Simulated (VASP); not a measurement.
# C in VASP: a series of runs

C is run at these levels: PBE+D3(BJ); tasks: single point.

Program: VASP 6.6.1. These are calculated values, not measurements. Logs are shortened: lines on timing, memory, paths and dates and some standing lists are left out, and cuts for length are marked.

### 1 The cell of the first run

The cell holds a slab with vacuum, 4 atoms: a = 2.466 Å, b = 2.466 Å, c = 17.500 Å, α = 90.00°, β = 90.00°, γ = 120.00°.

### 2 Single point, PBE+D3(BJ)

Contents of INCAR:

```
SYSTEM = C
ALGO = Normal
DIPOL = 0.5 0.5 0.359
EDIFF = 1E-6
ENCUT = 520
GGA = PE
IDIPOL = 3
ISIF = 2
ISMEAR = 0
IVDW = 12
LASPH = .True.
LCHARG = .False.
LDIPOL = .True.
LREAL = .False.
LWAVE = .False.
NBANDS = 16
NELM = 60
PREC = Accurate
SIGMA = 0.1
```

Contents of KPOINTS:

```
k-points
0
Gamma
  15 15 1
  0 0 0
```

Contents of POSCAR:

```
C
1.0
    2.4657189597      0.0000000000      0.0000000000
   -1.2328594799      2.1353752577      0.0000000000
    0.0000000000      0.0000000000     17.5000000000
C
4
Direct
    0.3333333333      0.6666666667      0.2571428571
    0.6666666667      0.3333333333      0.2571428571
    0.6666666667      1.3333333333      0.4605714286
    1.0000000000      1.0000000000      0.4605714286
```

Potentials or basis: VASP PAW PBE potentials, release 64 (C).

Command:

```sh
$ cat potpaw_PBE.64/C/POTCAR > POTCAR
$ mpirun -np 1 vasp_std > vasp.out
```

OUTCAR:

```text
SYSTEM = C
   EDIFF = 1E-6
   ENCUT = 520
   GGA = PE
   ISIF = 2
   ISMEAR = 0
   IVDW = 12
   LASPH = .True.
   LREAL = .False.
   NELM = 60
   PREC = Accurate
 IVDW          = 12

 ion  position               nearest neighbor table
   1  0.333  0.667  0.257-   2 1.42   2 1.42   2 1.42
   2  0.667  0.333  0.257-   1 1.42   1 1.42   1 1.42
   3  0.667  0.333  0.461-   4 1.42   4 1.42   4 1.42
   4  0.000  0.000  0.461-   3 1.42   3 1.42   3 1.42

  LATTYP: Found a hexagonal cell.
 ALAT       =     2.4657189597
 C/A-ratio  =     7.0973214247

  Lattice vectors:

 A1 = (   2.4657189597,   0.0000000000,   0.0000000000)
 A2 = (  -1.2328594799,   2.1353752577,   0.0000000000)
 A3 = (   0.0000000000,   0.0000000000,  17.5000000000)

Analysis of symmetry for initial positions (statically):
=====================================================================
 Subroutine PRICEL returns:
 Original cell was already a primitive cell.

 Routine SETGRP: Setting up the symmetry group for a
 hexagonal supercell.

 Subroutine GETGRP returns: Found 12 space group operations
 (whereof  6 operations were pure point group operations)
 out of a pool of 24 trial point group operations.

The static configuration has the point symmetry C_3v.
 The point group associated with its full space group is D_3d.

Analysis of symmetry for dynamics (positions and initial velocities):
=====================================================================
 Subroutine PRICEL returns:
 Original cell was already a primitive cell.

 Routine SETGRP: Setting up the symmetry group for a
 hexagonal supercell.

 Subroutine GETGRP returns: Found 12 space group operations
 (whereof  6 operations were pure point group operations)
 out of a pool of 24 trial point group operations.

The dynamic configuration has the point symmetry C_3v.
 The point group associated with its full space group is D_3d.

 Subroutine INISYM returns: Found 12 space group operations
 (whereof  6 operations are pure point group operations),
 and found     1 'primitive' translations

----------------------------------------------------------------------------------------

                                     Primitive cell

  volume of cell :      92.1416

  direct lattice vectors                    reciprocal lattice vectors
     2.465718960  0.000000000  0.000000000     0.405561224  0.234150882  0.000000000
    -1.232859480  2.135375258  0.000000000     0.000000000  0.468301764  0.000000000
     0.000000000  0.000000000 17.500000000     0.000000000  0.000000000  0.057142857

  length of vectors
     2.465718960  2.465718960 17.500000000     0.468301764  0.468301764  0.057142857

[... 97 lines left out ...]
   EMIN   =  10.00;   EMAX   =-10.00  energy-range for DOS
   EFERMI =   0.00;   METHOD = LEGACY
   ISMEAR =     0;   SIGMA  =   0.10  broadening in eV -4-tet -1-fermi 0-gaus
   EFERMI_NEDOS =   21; number of points for ismear=-14 and -15
   IALGO  =     38    algorithm
   IMIX   =      4    mixing-type and parameters
     AMIX     =   0.40;   BMIX     =  1.00
     AMIX_MAG =   1.60;   BMIX_MAG =  1.00
  volume/ion in A,a.u.               =      23.04       155.45
  Fermi-wavevector in a.u.,A,eV,Ry     =   0.913334  1.725951 11.349690  0.834179
  Thomas-Fermi vector in A             =   2.037833
   LORBIT       =      0    0 simple, 1 ext, 2 COOP (PROOUT), +10 PAW based schemes
   GGA     = PE    functional components
   LHFCALC =     F    Hartree Fock is set to
   AEXX    =    0.0000 exact exchange contribution
   IVDW    =    12    specifies the selected vdW correction
   LEPSILON=     F    determine dielectric tensor
   LRPA    =     F    only Hartree local field effects (RPA)
 non-spin polarized calculation
 Gauss-broadening in eV      SIGMA  =   0.10
  energy-cutoff  :      520.00
  volume of cell :       92.14
 maximum number of plane-waves:      2521
   NGX =  9   NGY =  9   NGZ = 65

 dipolmoment           0.000000      0.000000      0.000151 electrons x Angstroem

 number of electron      15.9999998 magnetization

 dipolmoment           0.000000      0.000000     -0.000005 electrons x Angstroem

 Free energy of the ion-electron system (eV)
  ---------------------------------------------------
  ext. energy  EPLUGINS =         0.00000000
  ---------------------------------------------------
  free energy    TOTEN  =       -36.88875085 eV

  energy without entropy =      -36.88774372  energy(sigma->0) =      -36.88824728

 E-fermi :  -0.8277     XC(G=0):  -4.4749

 val. band max:       -0.8277077348   @ k =   0.3333   0.3333   0.0000
 cond. band min:      -0.5878740419   @ k =   0.3333   0.3333   0.0000
 fundamental gap:      0.2398336929
 Fermi energy:        -0.8277056277

 k-point     1 :       0.0000    0.0000    0.0000
  band No.  band energies     occupation
      1     -20.3901      2.00000
      2     -20.2965      2.00000
      3      -8.7916      2.00000
      4      -8.0763      2.00000
      5      -3.8644      2.00000
      6      -3.8644      2.00000
[... 433 lines left out ...]
      3     -13.5131      2.00000
      4     -13.4924      2.00000
      5      -9.6791      2.00000
      6      -9.6489      2.00000
[... 8 lines left out ...]
     15      11.0494      0.00000
     16      11.1918      0.00000

 [... further k-points ...]

------------------------ aborting loop because EDIFF is reached ----------------------------------------

 vacuum level on the upper side and lower side of the slab       (xc-potential included)        -0.285        -0.285

 Edisp (eV)   -0.46040

 E8    (eV) :    -0.1369

  FORCE on cell =-STRESS in cart. coord.  units (eV):
  Direction    XX          YY          ZZ          XY          YZ          ZX
  --------------------------------------------------------------------------------------
  -------------------------------------------------------------------------------------
  Total       0.12946     0.12946    -0.15214    -0.00000     0.00000    -0.00000
  in kB       2.25111     2.25111    -2.64538    -0.00000     0.00000    -0.00000
  external pressure =        0.62 kB  Pullay stress =        0.00 kB

 VOLUME and BASIS-vectors are now :
 -----------------------------------------------------------------------------
  energy-cutoff  :      520.00
  volume of cell :       92.14
      direct lattice vectors                 reciprocal lattice vectors
     2.465718960  0.000000000  0.000000000     0.405561224  0.234150882  0.000000000
    -1.232859480  2.135375258  0.000000000     0.000000000  0.468301764  0.000000000
     0.000000000  0.000000000 17.500000000     0.000000000  0.000000000  0.057142857

 POSITION                                       TOTAL-FORCE (eV/Angst)
 -----------------------------------------------------------------------------------
     -0.00000      1.42358      4.50000         0.000000      0.000000      0.011612
      1.23286      0.71179      4.50000        -0.000000      0.000000      0.024249
      1.23286      0.71179      8.06000         0.000000      0.000000     -0.024249
      0.00000      0.00000      8.06000        -0.000000     -0.000000     -0.011612
 -----------------------------------------------------------------------------------
    total drift:                               -0.000000      0.000000     -0.000163

  FREE ENERGIE OF THE ION-ELECTRON SYSTEM (eV)
  ---------------------------------------------------
  free  energy   TOTEN  =       -37.3491529546 eV

  energy  without entropy=      -37.3481458247  energy(sigma->0) =      -37.34864939

 vacuum level on the upper side and lower side of the slab         3.257         3.255
```

OSZICAR:

```text
N       E                     dE             d eps       ncg     rms          rms(c)
DAV:   1     0.856655505965E+02    0.85666E+02   -0.65558E+03   864   0.802E+02
DAV:   2    -0.306412661558E+02   -0.11631E+03   -0.10344E+03  1224   0.192E+02
DAV:   3    -0.392036381361E+02   -0.85624E+01   -0.84238E+01  1144   0.538E+01
DAV:   4    -0.393600792238E+02   -0.15644E+00   -0.15619E+00  1128   0.886E+00
DAV:   5    -0.393640659781E+02   -0.39868E-02   -0.39838E-02  1160   0.136E+00    0.894E+00
DAV:   6    -0.375372227124E+02    0.18268E+01   -0.13750E+00  1080   0.688E+00    0.523E+00
DAV:   7    -0.368952341572E+02    0.64199E+00   -0.18858E+00  1120   0.802E+00    0.138E+00
DAV:   8    -0.368913040435E+02    0.39301E-02   -0.81986E-02  1168   0.165E+00    0.220E-01
DAV:   9    -0.368904510610E+02    0.85298E-03   -0.26442E-03  1064   0.332E-01    0.108E-01
DAV:  10    -0.368880603231E+02    0.23907E-02   -0.23973E-03  1080   0.257E-01    0.931E-02
DAV:  11    -0.368878702051E+02    0.19012E-03   -0.25459E-04   984   0.102E-01    0.332E-02
DAV:  12    -0.368879591213E+02   -0.88916E-04   -0.22886E-04   936   0.729E-02    0.169E-02
DAV:  13    -0.368880646866E+02   -0.10557E-03   -0.46251E-05  1024   0.366E-02    0.131E-02
DAV:  14    -0.368884629571E+02   -0.39827E-03   -0.31077E-05   960   0.266E-02    0.584E-03
DAV:  15    -0.368887000000E+02   -0.23704E-03   -0.21024E-05   960   0.176E-02    0.744E-03
DAV:  16    -0.368887319256E+02   -0.31926E-04   -0.78283E-07   920   0.528E-03    0.250E-03
DAV:  17    -0.368887499079E+02   -0.17982E-04   -0.14259E-06   936   0.484E-03    0.964E-04
DAV:  18    -0.368887508477E+02   -0.93983E-06   -0.24343E-08   760   0.942E-04
   1 F= -.37349153E+02 E0= -.37348649E+02  d E =-.100713E-02
```

Run time: 23 s. Hardware: 1 thread of Intel Xeon 6975P-C (Granite Rapids), shared host; peak memory 0.2 GiB.

What came out:

| Item | Value |
| --- | --- |
| Free energy | -37.3492 eV |
| Largest force | 0.024 eV/Å |
| Band gap on the k mesh | zero (filled and empty bands touch) |
| Dispersion energy per atom | -0.115 eV |

Forces on the atoms (eV/Å):
```
C    0.000  0.000  0.012
C    0.000  0.000  0.024
C    0.000  0.000 -0.024
C    0.000  0.000 -0.012
```

### 3 Single point, PBE+D3(BJ)

Contents of INCAR:

```
ALGO     = Normal         # electronic algorithm
DIPOL    = 0.5 0.5 0.359
EDIFF    = 1E-7           # SCF threshold, eV
ENCUT    = 520            # plane-wave cutoff, eV
GGA      = PE             # functional
IDIPOL   = 3            
ISIF     = 2              # what is computed and relaxed
ISMEAR   = 0              # smearing method
IVDW     = 12             # dispersion correction
LASPH    = T              # aspherical terms in the spheres
LCHARG   = F              # write CHGCAR
LDIPOL   = T            
LREAL    = F              # projectors in reciprocal space
LWAVE    = F              # write WAVECAR
NBANDS   = 16             # bands
NELM     = 100            # most SCF steps
PREC     = Accurate       # precision mode
SIGMA    = 0.1            # smearing width, eV
```

Contents of KPOINTS:

```
k-points
0
Gamma
  15 15 1
```

POSCAR is that of step 2.

Potentials or basis: VASP PAW PBE potentials, release 64 (C).

Command:

```sh
$ cat potpaw_PBE.64/C/POTCAR > POTCAR
$ mpirun -np 1 vasp_std > vasp.out
```

Run time: 28 s. Hardware: 1 thread of Intel Xeon 6975P-C (Granite Rapids), shared host; peak memory 0.2 GiB.

Results (log left out):

* Free energy: -37.3492 eV
* Largest force: 0.024 eV/Å
* Band gap on the k mesh: zero (filled and empty bands touch)
* Dispersion energy per atom: -0.115 eV

Forces on the atoms (eV/Å):
```
C    0.000  0.000  0.012
C    0.000  0.000  0.024
C    0.000  0.000 -0.024
C    0.000  0.000 -0.012
```

Levels at points of the mesh, in eV from the Fermi level:
| k point | band 6 | band 7 | band 8 | band 9 | band 10 | band 11 |
| --- | --- | --- | --- | --- | --- | --- |
| (0.00, 0.00, 0.00) | -3.04 | -3.03 | -3.03 | 3.36 | 3.84 | 4.74 |
